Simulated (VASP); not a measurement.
# AlNi in VASP: notebook

Runs on AlNi. Level: PBEsol. Tasks: single point.

All numbers are computed with VASP 6.6.1; they aren't measurements. Logs are shortened: lines on timing, memory, paths and dates and some standing lists are left out, and cuts for length are marked.

**1. The cell of the first run**

The structure is tetragonal, space group P4mm (No. 99). The conventional cell has a = 2.858 Å, b = 2.858 Å, c = 2.869 Å, α = 90.00°, β = 90.00°, γ = 90.00°. Within 3.2 Å of Al (site symmetry 4mm) lie 8 Ni at 2.40 to 2.56 Å and 6 Al at 2.86 to 2.87 Å. Ni (site symmetry 4mm) has 8 Al at 2.40 to 2.56 Å and 6 Ni at 2.86 to 2.87 Å within 3.2 Å.

**2. Single point, PBEsol (atoms displaced along a vibrational mode)**

Input file INCAR:

```
PREC     = Accurate       # precision mode
ENCUT    = 520            # plane-wave cutoff, eV
EDIFF    = 1E-7           # SCF threshold, eV
ISMEAR   = 0              # smearing method
SIGMA    = 0.15           # smearing width, eV
LREAL    = False          # projectors in reciprocal space
LASPH    = True           # aspherical terms in the spheres
NELM     = 100            # most SCF steps
ALGO     = Fast           # electronic algorithm
ISIF     = 2              # what is computed and relaxed
LWAVE    = False          # write WAVECAR
LCHARG   = False          # write CHGCAR
GGA      = PS             # functional
NBANDS   = 14             # bands
```

Input file KPOINTS:

```
Automatic mesh
0
Gamma
  16 16 16
```

Input file POSCAR:

```
AlNi
1.0
    2.0211996418     -2.0211459310      0.0000000000
    2.0211996418      2.0211459310      0.0000000000
    0.0000000000      0.0000000000      2.8688666946
Al Ni
1 1
Direct
    0.0000000000      0.0000000000     -0.0331141214
    0.5000000000      0.5000000000      0.5152226646
```

Potentials or basis: VASP PAW PBE potentials, release 64 (Al, Ni).

On the command line:

```sh
cat potpaw_PBE.64/Al/POTCAR potpaw_PBE.64/Ni/POTCAR > POTCAR
mpirun -np 1 vasp_std > vasp.out
```

OUTCAR:

```text
PREC = Accurate
   ENCUT = 520
   EDIFF = 1E-7
   ISMEAR = 0
   LREAL = False
   LASPH = True
   NELM = 100
   ISIF = 2
   GGA = PS

 ion  position               nearest neighbor table
   1  0.000  0.000  0.967-   2 2.40   2 2.40   2 2.40   2 2.40   2 2.56   2 2.56   2 2.56   2 2.56

   2  0.500  0.500  0.515-   1 2.40   1 2.40   1 2.40   1 2.40   1 2.56   1 2.56   1 2.56   1 2.56

  LATTYP: Found a base centered orthorhombic cell.
 ALAT       =     4.0422918620
 B/A-ratio  =     1.0000265744
 C/A-ratio  =     0.7097129036

  Lattice vectors:

 A1 = (  -2.0211996418,  -2.0211459310,   0.0000000000)
 A2 = (   2.0211996418,  -2.0211459310,   0.0000000000)
 A3 = (   0.0000000000,   0.0000000000,   2.8688666946)

Analysis of symmetry for initial positions (statically):
=====================================================================
 Subroutine PRICEL returns:
 Original cell was already a primitive cell.

 Routine SETGRP: Setting up the symmetry group for a
 base centered orthorhombic supercell.

 Subroutine GETGRP returns: Found  4 space group operations
 (whereof  4 operations were pure point group operations)
 out of a pool of  8 trial point group operations.

The static configuration has the point symmetry C_2v.

Analysis of symmetry for dynamics (positions and initial velocities):
=====================================================================
 Subroutine PRICEL returns:
 Original cell was already a primitive cell.

 Routine SETGRP: Setting up the symmetry group for a
 base centered orthorhombic supercell.

 Subroutine GETGRP returns: Found  4 space group operations
 (whereof  4 operations were pure point group operations)
 out of a pool of  8 trial point group operations.

The dynamic configuration has the point symmetry C_2v.

 Subroutine INISYM returns: Found  4 space group operations
 (whereof  4 operations are pure point group operations),
 and found     1 'primitive' translations

----------------------------------------------------------------------------------------

                                     Primitive cell

  volume of cell :      23.4394

  direct lattice vectors                    reciprocal lattice vectors
     2.021199642 -2.021145931  0.000000000     0.247377839 -0.247384413  0.000000000
     2.021199642  2.021145931  0.000000000     0.247377839  0.247384413  0.000000000
     0.000000000  0.000000000  2.868866695     0.000000000  0.000000000  0.348569699

  length of vectors
     2.858369967  2.858369967  2.868866695     0.349849744  0.349849744  0.348569699

  position of ions in fractional coordinates (direct lattice)
     0.000000000  0.000000000  0.966885879
     0.500000000  0.500000000  0.515222665

  ion indices of the primitive-cell ions
   primitive index   ion index
                 1           1
                 2           2

----------------------------------------------------------------------------------------

 KPOINTS: Automatic mesh

Automatic generation of k-mesh.
 Grid dimensions read from file:
 generate k-points for:   16   16   16

 Generating k-lattice:

  Cartesian coordinates                     Fractional coordinates (reciprocal lattice)
     0.015461115 -0.015461526  0.000000000     0.062500000  0.000000000  0.000000000
     0.015461115  0.015461526  0.000000000     0.000000000  0.062500000  0.000000000
     0.000000000  0.000000000  0.021785606     0.000000000  0.000000000  0.062500000

  Length of vectors
     0.021865609  0.021865609  0.021785606

  Shift w.r.t. Gamma in fractional coordinates (k-lattice)
     0.000000000  0.000000000  0.000000000

 Subroutine IBZKPT returns following result:
 ===========================================

 Found    657 irreducible k-points:

 Following reciprocal coordinates:
            Coordinates               Weight
  0.000000  0.000000  0.000000      1.000000
  0.062500  0.000000  0.000000      4.000000
  0.125000  0.000000  0.000000      4.000000
  0.187500 -0.000000  0.000000      4.000000
  0.250000  0.000000  0.000000      4.000000
  0.312500 -0.000000  0.000000      4.000000
[... 16 lines left out ...]
 -0.125000  0.062500  0.000000      4.000000
 -0.062500  0.062500  0.000000      2.000000
 [... further k-points ...]
   k-points           NKPTS =    657   k-points in BZ     NKDIM =    657   number of bands    NBANDS=     14
   number of dos      NEDOS =    301   number of ions     NIONS =      2
   total plane-waves  NPLWV =  13824
   dimension x,y,z NGX =    24 NGY =   24 NGZ =   24
   dimension x,y,z NGXF=    48 NGYF=   48 NGZF=   48
   ions per type =               1   1
   NGX,Y,Z   is equivalent  to a cutoff of  13.96, 13.96, 13.91 a.u.
   NGXF,Y,Z  is equivalent  to a cutoff of  27.92, 27.92, 27.82 a.u.
 SYSTEM =  unknown system
   PREC   = accura    normal or accurate (medium, high low for compatibility)
   ISTART =      0    job   : 0-new  1-cont  2-samecut
   ICHARG =      2    charge: 1-file 2-atom 10-const
   ISPIN  =      1    spin polarized calculation?
   LNONCOLLINEAR =      F non collinear calculations
   LSORBIT =      F    spin-orbit coupling
   LASPH  =      T    aspherical Exc in radial PAW
   ENCUT  =  520.0 eV  38.22 Ry    6.18 a.u.   5.31  5.31  5.33*2*pi/ulx,y,z
   NELM   =    100;   NELMIN=  2; NELMDL= -5     # of ELM steps
   EDIFF  = 0.1E-06   stopping-criterion for ELM
   LREAL  =      F    real-space projection
   EDIFFG = 0.1E-05   stopping-criterion for IOM
   NSW    =      0    number of steps for IOM
   IBRION =     -1    ionic relax: 0-MD 1-quasi-New 2-CG
   NFREE  =      0    steps in history (QN), initial steepest desc. (CG)
   ISIF   =      2    stress and relaxation
   ISYM   =      2    0-nonsym 1-usesym 2-fastsym
   POTIM  = 0.5000    time-step for ionic-motion
   TEBEG  =    0.0;   TEEND  =   0.0 temperature during run
   PSTRESS=    0.0 pullay stress
   NELECT =      13.0000    total number of electrons
   NUPDOWN=      -1.0000    fix difference up-down
   EMIN   =  10.00;   EMAX   =-10.00  energy-range for DOS
   EFERMI =   0.00;   METHOD = LEGACY
   ISMEAR =     0;   SIGMA  =   0.15  broadening in eV -4-tet -1-fermi 0-gaus
   EFERMI_NEDOS =   21; number of points for ismear=-14 and -15
   IALGO  =     68    algorithm
   IMIX   =      4    mixing-type and parameters
     AMIX     =   0.40;   BMIX     =  1.00
     AMIX_MAG =   1.60;   BMIX_MAG =  1.00
  volume/ion in A,a.u.               =      11.72        79.09
  Fermi-wavevector in a.u.,A,eV,Ry     =   1.345055  2.541786 24.615310  1.809174
  Thomas-Fermi vector in A             =   2.472999
   LORBIT       =      0    0 simple, 1 ext, 2 COOP (PROOUT), +10 PAW based schemes
   GGA     = PS    functional components
   LHFCALC =     F    Hartree Fock is set to
   AEXX    =    0.0000 exact exchange contribution
   IVDW    =     0    specifies the selected vdW correction
   LEPSILON=     F    determine dielectric tensor
   LRPA    =     F    only Hartree local field effects (RPA)
 non-spin polarized calculation
 RMM-DIIS sequential band-by-band and
 Gauss-broadening in eV      SIGMA  =   0.15
  energy-cutoff  :      520.00
  volume of cell :       23.44
 maximum number of plane-waves:       653
 NGX is ok and might be reduce to    24
   NGX = 11   NGY = 11   NGZ = 11

 number of electron      13.0000004 magnetization

 Free energy of the ion-electron system (eV)
  ---------------------------------------------------
  ext. energy  EPLUGINS =         0.00000000
  ---------------------------------------------------
  free energy    TOTEN  =       -11.53096902 eV

  energy without entropy =      -11.52251650  energy(sigma->0) =      -11.52674276

 E-fermi :  10.1583     XC(G=0): -12.2583

 val. band max:       10.1579720031   @ k =   0.4375   0.2500   0.4375
 cond. band min:      10.1594309852   @ k =  -0.3125   0.1250   0.3750
 fundamental gap:      0.0014589821
 Fermi energy:        10.1583322291

 k-point     1 :       0.0000    0.0000    0.0000
  band No.  band energies     occupation
      1      -1.1134      2.00000
      2       6.7984      2.00000
      3       6.8157      2.00000
      4       8.5556      2.00000
      5       8.5644      2.00000
      6       8.5645      2.00000
      7      15.6709      0.00000
      8      15.7935      0.00000
      9      15.7936      0.00000
     10      18.3900      0.00000
     11      18.4103      0.00000
     12      24.1174      0.00000
     13      31.0860      0.00000
     14      31.1033      0.00000

 k-point     2 :       0.0625    0.0000    0.0000
  band No.  band energies     occupation
      1      -1.0402      2.00000
      2       6.7969      2.00000
      3       6.8308      2.00000
      4       8.5220      2.00000
      5       8.5319      2.00000
      6       8.5689      2.00000
      7      14.9653      0.00000
      8      15.7985      0.00000
      9      15.8903      0.00000
     10      18.3982      0.00000
     11      19.1237      0.00000
     12      24.3724      0.00000
     13      30.3011      0.00000
     14      30.4742      0.00000

 k-point     3 :       0.1250    0.0000    0.0000
  band No.  band energies     occupation
      1      -0.8213      2.00000
      2       6.7728      2.00000
      3       6.8797      2.00000
      4       8.4320      2.00000
      5       8.4420      2.00000
      6       8.5785      2.00000
      7      13.5711      0.00000
      8      16.0792      0.00000
      9      16.1734      0.00000
     10      18.4090      0.00000
     11      20.2486      0.00000
     12      25.1730      0.00000
     13      28.8781      0.00000
     14      28.9886      0.00000
[... 324 lines left out ...]
 k-point    23 :      -0.1250    0.0625    0.0000
  band No.  band energies     occupation
      1      -0.7487      2.00000
      2       6.7882      2.00000
      3       6.8830      2.00000
      4       8.3934      2.00000
      5       8.4444      2.00000
      6       8.5486      2.00000
      7      13.6307      0.00000
      8      15.3384      0.00000
      9      16.2229      0.00000
     10      18.8812      0.00000
     11      20.5936      0.00000
     12      25.3493      0.00000
     13      28.0562      0.00000
     14      28.9201      0.00000

 k-point    24 :      -0.0625    0.0625    0.0000
  band No.  band energies     occupation
      1      -0.9671      2.00000
      2       6.8025      2.00000
      3       6.8400      2.00000
      4       8.4870      2.00000
      5       8.5290      2.00000
      6       8.5438      2.00000
      7      14.9170      0.00000
      8      15.1890      0.00000
      9      15.9437      0.00000
     10      18.7406      0.00000
     11      19.5221      0.00000
     12      24.6067      0.00000
     13      29.5604      0.00000
     14      30.2428      0.00000

 [... further k-points ...]

------------------------ aborting loop because EDIFF is reached ----------------------------------------

  FORCE on cell =-STRESS in cart. coord.  units (eV):
  Direction    XX          YY          ZZ          XY          YZ          ZX
  --------------------------------------------------------------------------------------
  -------------------------------------------------------------------------------------
  Total        0.2886875      0.2897125      0.0878080      0.0000000      0.0000000      0.0000000
  in kB       19.7329156     19.8029786      6.0020164      0.0000000      0.0000000      0.0000000
  external PRESSURE =      15.1793035 kB  Pullay stress =       0.0000000 kB

 VOLUME and BASIS-vectors are now :
 -----------------------------------------------------------------------------
  energy-cutoff  :      520.00
  volume of cell :       23.44
      direct lattice vectors                 reciprocal lattice vectors
     2.021199642 -2.021145931  0.000000000     0.247377839 -0.247384413  0.000000000
     2.021199642  2.021145931  0.000000000     0.247377839  0.247384413  0.000000000
     0.000000000  0.000000000  2.868866695     0.000000000  0.000000000  0.348569699

 POSITION                                       TOTAL-FORCE (eV/Angst)
 -----------------------------------------------------------------------------------
      0.00000      0.00000      2.77387         0.000000      0.000000      0.868946
      2.02120      0.00000      1.47811        -0.000000      0.000000     -0.868946
 -----------------------------------------------------------------------------------
    total drift:                               -0.000000     -0.000000      0.000637

  FREE ENERGIE OF THE ION-ELECTRON SYSTEM (eV)
  ---------------------------------------------------
  free  energy   TOTEN  =       -11.5309690152 eV

  energy  without entropy=      -11.5225164970  energy(sigma->0) =      -11.52674276
```

Wall time 1.7 min (1 thread of Intel Xeon Platinum 8559C (Emerald Rapids), shared host); peak memory 0.32 GiB.

Results:

- Free energy: -11.5310 eV
- Pressure: 1.5 GPa
- Largest force: 0.869 eV/Å
- Band gap on the k mesh: zero (an odd number of electrons rules out a gap without spin polarisation)

Forces on the atoms (eV/Å):
```
Al   0.000  0.000  0.869
Ni   0.000  0.000 -0.869
```

Caveat: the cell differs from its parent crystal (atoms displaced along a vibrational mode); the PAW data sets were made with another functional, which shifts forces and pressure a little. Spin polarisation is off, so any magnetic state and its effect on volume and gap are missing.

**3. Single point, PBEsol (atoms displaced along a vibrational mode)**

Input file INCAR:

```
  PREC = Accurate
  ENCUT = 520
  EDIFF = 1E-6
  ISMEAR = 0
  SIGMA = 0.15
  LREAL = F
  LASPH = T
  NELM = 60
  ALGO = Fast
  ISIF = 2
  LWAVE = F
  LCHARG = T
  GGA = PS
  LELF = T
  LVHAR = T
  NBANDS = 14
```

Input file KPOINTS:

```
regular mesh
0
Gamma
  16 16 16
```

Input file POSCAR:

```
AlNi
1.0
    2.0211996418     -2.0211459310      0.0000000000
    2.0211996418      2.0211459310      0.0000000000
    0.0000000000      0.0000000000      2.8688666946
Al Ni
1 1
Direct
   -0.0332357256      0.0000000000      0.0000000000
    0.5152785664      0.5000000000      0.5000000000
```

Potentials or basis: VASP PAW PBE potentials, release 64 (Al, Ni).

On the command line:

```sh
cat potpaw_PBE.64/Al/POTCAR potpaw_PBE.64/Ni/POTCAR > POTCAR
mpirun -np 1 vasp_std > vasp.out
```

It took 2.8 min on 1 thread of Intel Xeon Platinum 8559C (Emerald Rapids), shared host; peak memory 0.48 GiB.

It converged, with:

```
Free energy            : -11.5311 eV
Pressure               : 1.7 GPa
Largest force          : 0.867 eV/Å
Band gap on the k mesh : zero (an odd number of electrons rules out a gap without spin polarisation)
```

Forces on the atoms (eV/Å):
```
Al   0.613 -0.613  0.000
Ni  -0.613  0.613  0.000
```

Stress tensor (GPa, compression positive):
```
1.62 0.52 0.00
0.52 1.63 0.00
0.00 0.00 1.83
```

Levels at points of the mesh, in eV from the Fermi level:
```tsv
k point	band 3	band 4	band 5	band 6	band 7	band 8	band 9	band 10	band 11	band 12
(0.00, 0.00, 0.00)	-3.34	-1.61	-1.59	-1.58	5.50	5.64	5.64	8.22	8.27	13.96
(0.50, 0.00, 0.00)	-2.87	-2.32	-2.30	-1.52	-0.64	8.37	9.94	10.06	11.12	11.23
(0.00, 0.50, 0.00)	-2.86	-2.35	-2.30	-1.50	-0.66	8.36	10.03	10.24	11.01	11.06
(0.50, 0.50, 0.00)	-2.92	-2.81	-2.18	-2.15	-1.04	1.52	2.60	12.48	15.14	15.24
(0.00, 0.00, 0.50)	-2.86	-2.33	-2.30	-1.50	-0.69	8.36	10.14	10.22	10.98	11.13
(0.50, 0.00, 0.50)	-2.95	-2.83	-2.16	-2.14	-1.05	1.49	2.57	12.57	15.24	15.30
(0.00, 0.50, 0.50)	-3.00	-2.98	-2.08	-2.08	-1.06	1.47	2.57	12.63	14.71	14.73
(0.50, 0.50, 0.50)	-4.19	-1.03	-1.01	1.91	1.92	2.00	3.69	4.60	4.64	4.80
```

Caveat: the cell differs from its parent crystal (atoms displaced along a vibrational mode); the PAW data sets were made with another functional, which shifts forces and pressure a little.
